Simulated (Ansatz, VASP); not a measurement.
## One calculation of AlRu, two programs

INCAR

```
SYSTEM = AlRu
PREC = Accurate
ENCUT = 520
EDIFF = 1E-6
ISMEAR = 0
SIGMA = 0.15
LREAL = .False.
LASPH = .True.
NELM = 80
ALGO = Fast
ISIF = 2
LWAVE = .False.
LCHARG = .True.
GGA = PS
LELF = .True.
LVHAR = .True.
NBANDS = 16
```

KPOINTS

```
Automatic mesh
0
Gamma
  16 16 16
  0 0 0
```

The input POSCAR:

```
AlRu
1.0
    2.9168100000      0.0000000000      0.0000000000
    0.0000000000      2.9168100000      0.0000000000
    0.0000000000      0.0000000000      2.8420200000
Al Ru
1 1
Direct
    0.0000000000      0.0000000000      0.0000000000
    0.5000000000      0.5000000000      0.5000000000
```

Input for Ansatz:

```yaml
crystal:
  lattice:
    - [2.91681, 0.0, 0.0]
    - [0.0, 2.91681, 0.0]
    - [0.0, 0.0, 2.84202]
  atoms:
    - { symbol: Al, position: [0.0, 0.0, 0.0] }
    - { symbol: Ru, position: [0.5, 0.5, 0.5] }
basis:
  ecutwfc: 420
kpoints:
  mp_grid: { grid: [16, 16, 16] }
hamiltonian:
  xc: pbesol
scf:
  occupations: { method: gaussian, width: 0.15 }
output:
  forces: true
  stress: true
  eigenvalues: true
  write_density: true
  write_potential: true
  elf: true
  volumetric_format: npy
```

Change from the starting cell: strain -0.025 along x and y, -0.050 along z, atoms carried along.

Alike in both runs: task single point; functional PBEsol; k mesh 16 × 16 × 16; occupations gaussian, width 0.15 eV; no spin polarisation.

|  | VASP | Ansatz |
| --- | --- | --- |
| version | VASP 6.6.1 | Ansatz 0.2.0 |
| potentials or method | VASP PAW PBE potentials, release 64 (Al, Ru_pv), cutoff 520 eV | scalar-relativistic, plane waves, PAW |
| valence electrons in the cell | 17 | 19 |

|  | VASP | Ansatz | Ansatz less VASP |
| --- | --- | --- | --- |
| gap on the k mesh at the Fermi level (eV) | none | none | - |
| pressure (GPa) | 23.2 | 23.1 | -0.12 |
| traceless stress, the component that is largest in VASP (GPa) | 4.04 | 4.03 | -0.017 |

VASP's potentials were made for PBE, not for PBEsol. A gap of «none» marks a metal or a gap that the smearing closes. VASP's potentials hold 17 valence electrons a cell and Ansatz's 19, so a difference there can come from the potentials and not from the codes.
